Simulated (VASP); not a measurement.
The system is SnO.

```xyz
8
Lattice="2.7627 -2.7298 -0.0291 2.7526 2.7197 -0.0377 -0.1248 -0.0161 10.2706" Properties=species:S:1:pos:R:3 pbc="T T T"
Sn    2.6494   -1.3056    8.8353
Sn    2.7879    1.2737    1.3500
Sn    2.6982   -1.4288    3.7392
Sn    2.7386    1.4580    6.4845
O     1.3989   -0.0756    2.5172
O     4.1133    0.0871    7.6426
O     1.2776    0.1335    7.6803
O     4.2095   -0.0612    2.5521
```

Base run:

| Property | Result |
| --- | --- |
| Program | VASP 6.6.1 |
| Functional | PBE |
| Potentials or basis | VASP PAW PBE potentials, release 64 (Sn_d, O) |
| Cutoff | 520 eV |
| k mesh | 4 × 4 × 2 |
| Occupations | gaussian, width 0.02 eV |
| Spin | no spin polarisation |

Its results: band gap on the k mesh 0.46 eV, indirect (least direct gap 1.80 eV); pressure -1.0 GPa; largest force 0.627 eV/Å.

Question: After a change of settings the same cell gave: band gap on the k mesh 1.66 eV; pressure 8.8 GPa; largest force 2.690 eV/Å. Which change was it?
A. k mesh from 4 × 4 × 2 to 2 × 2 × 1
B. k mesh from 4 × 4 × 2 to 6 × 6 × 2
C. k mesh from 4 × 4 × 2 to 1 × 1 × 1; further incar settings from ALGO = Normal; EDIFF = 1e-06; NBANDS = 50 to ALGO = Normal; EDIFF = 1e-07; NBANDS = 50
D. k mesh from 4 × 4 × 2 to 4 × 4 × 1

Answer: C.

Caveats: some runs use coarse meshes; spin-orbit coupling is left out, which moves the levels of the heavy elements; forces of over 1 eV/Å act on the atoms, so gaps and moduli don't describe the material at rest (some runs).
